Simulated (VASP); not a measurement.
Here is a VASP 6.6.1 calculation.

File INCAR:

```
  ALGO = Fast
  EDIFF = 1E-7
  EDIFFG = -0.04
  ENCUT = 600
  GGA = PE
  IBRION = 2
  ISIF = 3
  ISMEAR = 0
  LASPH = True
  LCHARG = False
  LREAL = False
  LWAVE = False
  NELM = 60
  NSW = 90
  PREC = Accurate
  SIGMA = 0.1
```

File KPOINTS:

```
k-points
0
Gamma
  6 6 2
```

POSCAR

```
TaZn2B3
1.0
    2.7916322900      0.0000000000      0.0000000000
    0.0000000000      2.7916322900      0.0000000000
    0.0000000000      0.0000000000      8.3461660600
Ta Zn B
1 2 3
Direct
    0.0000000000      0.0000000000      0.0000000000
    0.0000000000      0.0000000000      0.3342649900
    0.0000000000      0.0000000000      0.6657350100
    0.5000000000      0.5000000000      0.1837450000
    0.5000000000      0.5000000000      0.5000000000
    0.5000000000      0.5000000000      0.8162550000
```

Potentials or basis: VASP PAW PBE potentials, release 64 (Ta_pv, Zn, B).

Launch:

```bash
$ cat potpaw_PBE.64/Ta_pv/POTCAR potpaw_PBE.64/Zn/POTCAR potpaw_PBE.64/B/POTCAR > POTCAR
$ mpirun -np 1 vasp_std > vasp.out
```

Task: What does it give for the relaxed volume?

Result: 12.53 Å³/atom.

Task: What does it give for the space group after relaxing (to 0.1 Å)?

Result: P4/mmm (No. 123).

Forces on the atoms (eV/Å):
```
Ta   0.000  0.000  0.000
Zn   0.000  0.000  0.023
Zn   0.000  0.000 -0.023
B    0.000  0.000 -0.015
B    0.000  0.000  0.000
B    0.000  0.000  0.015
```

Caveat: the k points lie up to 0.38 Å⁻¹ apart in the final cell, too coarse for converged energies and pressures of a metal; the volume moved by over 15 % at a fixed basis, so the end points are rough.
